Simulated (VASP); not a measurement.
# KF (Pm-3m) in VASP: a series of runs, part 2 of 2

VASP 6.6.1.

## Step 5: Single point, RPBE+D3(BJ)

File INCAR:

```
SYSTEM = KF
PREC = Accurate
ENCUT = 520
EDIFF = 1E-7
ISMEAR = 0
SIGMA = 0.1
LREAL = .FALSE.
LASPH = .TRUE.
NELM = 100
ALGO = Normal
ISIF = 2
LWAVE = .FALSE.
LCHARG = .FALSE.
GGA = RP
IVDW = 12
NBANDS = 15
```

File KPOINTS:

```
regular mesh
0
G
  6 6 6
  0 0 0
```

File POSCAR:

```
KF
1.0
    3.2589550000      0.0000000000      0.0000000000
    0.0000000000      3.2589550000      0.0000000000
    0.0000000000      0.0000000000      3.2589550000
K F
1 1
Direct
    0.5960000000      0.3540000000      0.5930000000
    1.0960000000      0.8540000000      1.0930000000
```

Potentials or basis: VASP PAW PBE potentials, release 64 (K_sv, F).

Launch:

```sh
> cat potpaw_PBE.64/K_sv/POTCAR potpaw_PBE.64/F/POTCAR > POTCAR
> mpirun -np 1 vasp_std > vasp.out
```

OUTCAR:

```text
SYSTEM = KF
   PREC = Accurate
   ENCUT = 520
   EDIFF = 1E-7
   ISMEAR = 0
   LREAL = .FALSE.
   LASPH = .TRUE.
   NELM = 100
   ISIF = 2
   GGA = RP
   IVDW = 12
 IVDW          = 12

 ion  position               nearest neighbor table
   1  0.596  0.354  0.593-   2 2.82   2 2.82   2 2.82   2 2.82   2 2.82   2 2.82   2 2.82   2 2.82

   2  0.096  0.854  0.093-   1 2.82   1 2.82   1 2.82   1 2.82   1 2.82   1 2.82   1 2.82   1 2.82

  LATTYP: Found a simple cubic cell.
 ALAT       =     3.2589550000

  Lattice vectors:

 A1 = (   3.2589550000,   0.0000000000,   0.0000000000)
 A2 = (   0.0000000000,   3.2589550000,   0.0000000000)
 A3 = (   0.0000000000,   0.0000000000,   3.2589550000)

Analysis of symmetry for initial positions (statically):
=====================================================================
 Subroutine PRICEL returns:
 Original cell was already a primitive cell.

 Routine SETGRP: Setting up the symmetry group for a
 simple cubic supercell.

 Subroutine GETGRP returns: Found 48 space group operations
 (whereof  1 operations were pure point group operations)
 out of a pool of 48 trial point group operations.

The static configuration has the point symmetry C_1 .
 The point group associated with its full space group is O_h .

Analysis of symmetry for dynamics (positions and initial velocities):
=====================================================================
 Subroutine PRICEL returns:
 Original cell was already a primitive cell.

 Routine SETGRP: Setting up the symmetry group for a
 simple cubic supercell.

 Subroutine GETGRP returns: Found 48 space group operations
 (whereof  1 operations were pure point group operations)
 out of a pool of 48 trial point group operations.

The dynamic configuration has the point symmetry C_1 .
 The point group associated with its full space group is O_h .

 Subroutine INISYM returns: Found 48 space group operations
 (whereof  1 operations are pure point group operations),
 and found     1 'primitive' translations

----------------------------------------------------------------------------------------

                                     Primitive cell

  volume of cell :      34.6127

  direct lattice vectors                    reciprocal lattice vectors
     3.258955000  0.000000000  0.000000000     0.306846827  0.000000000  0.000000000
     0.000000000  3.258955000  0.000000000     0.000000000  0.306846827  0.000000000
     0.000000000  0.000000000  3.258955000     0.000000000  0.000000000  0.306846827

  length of vectors
     3.258955000  3.258955000  3.258955000     0.306846827  0.306846827  0.306846827

  position of ions in fractional coordinates (direct lattice)
     0.596000000  0.354000000  0.593000000
     0.096000000  0.854000000  0.093000000

  ion indices of the primitive-cell ions
   primitive index   ion index
                 1           1
                 2           2

----------------------------------------------------------------------------------------

 KPOINTS: regular mesh

Automatic generation of k-mesh.
 Grid dimensions read from file:
 generate k-points for:    6    6    6

[... 38 lines left out ...]
  0.500000  0.500000  0.333333      6.000000
  0.500000  0.500000  0.500000      1.000000
   k-points           NKPTS =     20   k-points in BZ     NKDIM =     20   number of bands    NBANDS=     15
   number of dos      NEDOS =    301   number of ions     NIONS =      2
   total plane-waves  NPLWV =  13824
   dimension x,y,z NGX =    24 NGY =   24 NGZ =   24
   dimension x,y,z NGXF=    48 NGYF=   48 NGZF=   48
   ions per type =               1   1
   NGX,Y,Z   is equivalent  to a cutoff of  12.24, 12.24, 12.24 a.u.
   NGXF,Y,Z  is equivalent  to a cutoff of  24.49, 24.49, 24.49 a.u.
 SYSTEM =  KF
   PREC   = accura    normal or accurate (medium, high low for compatibility)
   ISTART =      0    job   : 0-new  1-cont  2-samecut
   ICHARG =      2    charge: 1-file 2-atom 10-const
   ISPIN  =      1    spin polarized calculation?
   LNONCOLLINEAR =      F non collinear calculations
   LSORBIT =      F    spin-orbit coupling
   LASPH  =      T    aspherical Exc in radial PAW
   ENCUT  =  520.0 eV  38.22 Ry    6.18 a.u.   6.06  6.06  6.06*2*pi/ulx,y,z
   NELM   =    100;   NELMIN=  2; NELMDL= -5     # of ELM steps
   EDIFF  = 0.1E-06   stopping-criterion for ELM
   LREAL  =      F    real-space projection
   EDIFFG = 0.1E-05   stopping-criterion for IOM
   NSW    =      0    number of steps for IOM
   IBRION =     -1    ionic relax: 0-MD 1-quasi-New 2-CG
   NFREE  =      0    steps in history (QN), initial steepest desc. (CG)
   ISIF   =      2    stress and relaxation
   ISYM   =      2    0-nonsym 1-usesym 2-fastsym
   POTIM  = 0.5000    time-step for ionic-motion
   TEBEG  =    0.0;   TEEND  =   0.0 temperature during run
   PSTRESS=    0.0 pullay stress
   NELECT =      16.0000    total number of electrons
   NUPDOWN=      -1.0000    fix difference up-down
   EMIN   =  10.00;   EMAX   =-10.00  energy-range for DOS
   EFERMI =   0.00;   METHOD = LEGACY
   ISMEAR =     0;   SIGMA  =   0.10  broadening in eV -4-tet -1-fermi 0-gaus
   EFERMI_NEDOS =   21; number of points for ismear=-14 and -15
   IALGO  =     38    algorithm
   IMIX   =      4    mixing-type and parameters
     AMIX     =   0.40;   BMIX     =  1.00
     AMIX_MAG =   1.60;   BMIX_MAG =  1.00
  volume/ion in A,a.u.               =      17.31       116.79
  Fermi-wavevector in a.u.,A,eV,Ry     =   1.265814  2.392041 21.800402  1.602284
  Thomas-Fermi vector in A             =   2.399047
   LORBIT       =      0    0 simple, 1 ext, 2 COOP (PROOUT), +10 PAW based schemes
   GGA     = RP    functional components
   LHFCALC =     F    Hartree Fock is set to
   AEXX    =    0.0000 exact exchange contribution
   IVDW    =    12    specifies the selected vdW correction
   LEPSILON=     F    determine dielectric tensor
   LRPA    =     F    only Hartree local field effects (RPA)
 non-spin polarized calculation
 Gauss-broadening in eV      SIGMA  =   0.10
  energy-cutoff  :      520.00
  volume of cell :       34.61
 maximum number of plane-waves:       952
   NGX = 13   NGY = 13   NGZ = 13

 number of electron      16.0000005 magnetization

 Free energy of the ion-electron system (eV)
  ---------------------------------------------------
  ext. energy  EPLUGINS =         0.00000000
  ---------------------------------------------------
  free energy    TOTEN  =        -7.63295725 eV

  energy without entropy =       -7.63295725  energy(sigma->0) =       -7.63295725

 E-fermi :  -1.2510     XC(G=0):  -8.6039

 val. band max:       -1.8051180827   @ k =   0.5000   0.5000   0.0000
 cond. band min:       4.7584255885   @ k =   0.0000   0.0000   0.0000
 fundamental gap:      6.5635436712
 Fermi energy:        -1.2509925517

 k-point     1 :       0.0000    0.0000    0.0000
  band No.  band energies     occupation
      1     -29.0133      2.00000
      2     -20.8252      2.00000
      3     -12.0107      2.00000
      4     -12.0107      2.00000
      5     -12.0107      2.00000
      6      -1.8570      2.00000
      7      -1.8570      2.00000
      8      -1.8570      2.00000
      9       4.7584      0.00000
     10       6.6306      0.00000
     11       6.6306      0.00000
     12      11.9554      0.00000
     13      11.9554      0.00000
     14      11.9554      0.00000
[... 329 lines left out ...]
      2     -20.6643      2.00000
      3     -12.5641      2.00000
      4     -12.5641      2.00000
      5     -12.5641      2.00000
      6      -2.8043      2.00000
      7      -2.8043      2.00000
      8      -2.8043      2.00000
      9       8.7210      0.00000
     10       8.7210      0.00000
     11       8.7210      0.00000
     12      13.5701      0.00000
     13      13.5724      0.00000
     14      13.7073      0.00000
     15      13.7073      0.00000

------------------------ aborting loop because EDIFF is reached ----------------------------------------

 Edisp (eV)   -2.03211

 E8    (eV) :    -1.4264

  FORCE on cell =-STRESS in cart. coord.  units (eV):
  Direction    XX          YY          ZZ          XY          YZ          ZX
  --------------------------------------------------------------------------------------
  -------------------------------------------------------------------------------------
  Total      -2.06964    -2.06964    -2.06964     0.00000    -0.00000     0.00000
  in kB     -95.80116   -95.80116   -95.80116     0.00000    -0.00000     0.00000
  external pressure =      -95.80 kB  Pullay stress =        0.00 kB

 VOLUME and BASIS-vectors are now :
 -----------------------------------------------------------------------------
  energy-cutoff  :      520.00
  volume of cell :       34.61
      direct lattice vectors                 reciprocal lattice vectors
     3.258955000  0.000000000  0.000000000     0.306846827  0.000000000  0.000000000
     0.000000000  3.258955000  0.000000000     0.000000000  0.306846827  0.000000000
     0.000000000  0.000000000  3.258955000     0.000000000  0.000000000  0.306846827

 POSITION                                       TOTAL-FORCE (eV/Angst)
 -----------------------------------------------------------------------------------
      1.94234      1.15367      1.93256         0.000000      0.000000      0.000000
      0.31286      2.78315      0.30308         0.000000      0.000000      0.000000
 -----------------------------------------------------------------------------------
    total drift:                                0.000116      0.000009     -0.000041

  FREE ENERGIE OF THE ION-ELECTRON SYSTEM (eV)
  ---------------------------------------------------
  free  energy   TOTEN  =        -9.6650661768 eV

  energy  without entropy=       -9.6650661768  energy(sigma->0) =       -9.66506618
```

stdout:

```text
POSCAR found type information on POSCAR K F
 POSCAR found :  2 types and       2 ions
 scaLAPACK will be used
 -----------------------------------------------------------------------------
|                                                                             |
|                                                                             |
|     You enforced a specific xc type in the INCAR file but a different       |
|     I HOPE YOU KNOW WHAT YOU ARE DOING!                                     |
|                                                                             |
 -----------------------------------------------------------------------------

 LDA part: xc-table for (Slater+PW92), standard interpolation
 POSCAR, INCAR and KPOINTS ok, starting setup
 FFT: planning ... GRIDC
 FFT: planning ... GRID_SOFT
 FFT: planning ... GRID
 WAVECAR not read
 entering main loop
```

Run time: 4.8 s. Hardware: 1 thread of Intel Xeon Platinum 8488C (Sapphire Rapids), shared host; peak memory 0.15 GiB.

What came out:

* Free energy: -9.6651 eV
* Pressure: -9.6 GPa
* Band gap on the k mesh: 6.56 eV (least direct gap 6.62 eV)
* Dispersion energy per atom: -1.016 eV

Levels at points of the mesh, in eV from the valence-band top:
```
           k point  band 6  band 7  band 8  band 9  band 10  band 11
(0.00, 0.00, 0.00)   -0.05   -0.05   -0.05    6.56     8.44     8.44
(0.50, 0.00, 0.00)   -1.17   -0.16   -0.16    9.38     9.56    11.14
(0.50, 0.50, 0.00)   -0.60   -0.60    0.00    8.62     9.15    11.89
(0.50, 0.50, 0.50)   -1.00   -1.00   -1.00   10.53    10.53    10.53
```

Caveat: three body term missing; the cell stands under tension; the PAW data sets were made with another functional, which shifts forces and pressure a little. A k mesh can miss the band edges.

## Step 6: Single point, RPBE

File INCAR:

```
PREC = Accurate
ENCUT = 520
EDIFF = 1E-6
ISMEAR = 0
SIGMA = 0.1
LREAL = False
LASPH = True
NELM = 60
ALGO = Normal
ISIF = 2
LWAVE = False
LCHARG = False
GGA = RP
NELECT = 15.5
ISYM = 0
NBANDS = 15
```

File KPOINTS:

```
Automatic mesh
0
Gamma
  3 6 2
```

File POSCAR:

```
KF
1.0
    3.2589550000      0.0000000000      0.0000000000
    0.0000000000      3.2589550000      0.0000000000
    0.0000000000      0.0000000000      3.2589550000
K F
1 1
Direct
    0.0000000000      0.0000000000      0.0000000000
    0.5000000000      0.5000000000      0.5000000000
```

Potentials or basis: VASP PAW PBE potentials, release 64 (K_sv, F).

Launch:

```sh
> cat potpaw_PBE.64/K_sv/POTCAR potpaw_PBE.64/F/POTCAR > POTCAR
> mpirun -np 1 vasp_std > vasp.out
```

It took 4.3 s on 1 thread of Intel Xeon Platinum 8488C (Sapphire Rapids), shared host; peak memory 0.14 GiB.

It converged, with:

* Free energy: -6.3244 eV

Levels at points of the mesh, in eV from the Fermi level:
```csv
k point,band 5,band 6,band 7,band 8,band 9,band 10,band 11,band 12
"(0.00, 0.00, 0.00)",-7.87,-0.02,-0.01,0.02,8.61,10.71,10.72,16.02
"(0.00, 0.50, 0.00)",-7.75,-0.82,-0.12,-0.10,11.41,11.70,13.14,14.56
"(0.00, 0.00, 0.50)",-7.75,-0.86,-0.10,-0.07,11.40,11.70,13.15,14.56
"(0.00, 0.50, 0.50)",-7.67,-0.41,-0.37,0.00,10.71,11.43,14.12,14.13
```

Caveat: the k points lie up to 0.96 Å⁻¹ apart; the cell carries a net charge on a neutralising background, which shifts energy and pressure; the cell is charged against a uniform background, so pressure and absolute levels hang on convention; the PAW data sets were made with another functional, which shifts forces and pressure a little.

## Step 7: Summary

```tsv
level	potentials or basis	U	k mesh	cutoff (eV)	smearing	gap on the mesh (eV)	pressure (GPa)
PBE+U	VASP PAW PBE potentials, release 64 (K_sv, F)	F p U = 2.3 eV	1 × 1 × 1	600	gaussian 0.1 eV	-	33.3
LDA+U	VASP PAW LDA potentials, release 64 (K_sv, F)	F p U = 1.5 eV	4 × 4 × 4	600	tetrahedron	6.04	-6.0
PBE+U	VASP PAW PBE potentials, release 64 (K_sv, F)	F p U = 1.3 eV	8 × 8 × 8	600	gaussian 0.1 eV	6.38	-0.3
RPBE+D3(BJ)	VASP PAW PBE potentials, release 64 (K_sv, F)	-	6 × 6 × 6	520	gaussian 0.1 eV	6.56	-9.6
```

Alike in all rows: task single point; no spin polarisation; cell as given.

Caveats: some runs use coarse meshes; three body term missing (at least some runs); the cell stands under tension (at least some runs); the PAW data sets were made with another functional, which shifts forces and pressure a little (at least some runs).

Absolute energies hang on the potentials; compare differences alone.
